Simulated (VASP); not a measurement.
Mg:

```
Mg
1.0
     3.20000    0.00000    0.00000
    -1.60000    2.77128    0.00000
     0.00000    0.00000    5.22560
Mg
2
Direct
  0.33333 0.66667 0.25000
  0.66667 0.33333 0.75000
```

* Program: VASP 6.6.1
* Task: relaxation of cell and atoms
* Functional: PBEsol
* Potentials or basis: VASP PAW PBE potentials, release 64 (Mg)
* Cutoff: 600 eV
* k mesh: 8 × 8 × 5
* Occupations: gaussian, width 0.05 eV
* Spin: no spin polarisation

At the start: pressure -1.0 GPa; volume 23.17 Å³/atom.

Question: Where does the relaxation end?

Answer: Over 3 steps the energy falls by 2.1 meV/atom and the volume is 22.53 Å³/atom (-2.8 %); space group P6_3/mmc (No. 194, to 0.05 Å).

Step by step:
```
step  energy change (eV)  largest force (eV/Å)  pressure (GPa)  volume (Å³)
   1              0.0000                0.0000           -1.01        46.34
   2             -0.0040                0.0000           -0.26        45.36
   3             -0.0042                0.0000           -0.01        45.05
```

Final structure:
```
Mg
1.0
     3.17198    0.00000    0.00000
    -1.58599    2.74701    0.00000
     0.00000    0.00000    5.17062
Mg
2
Cartesian
  0.0000 1.8313 1.2927
  1.5860 0.9157 3.8780
```

Caveat: the PAW data sets were made with another functional, which shifts forces and pressure a little.
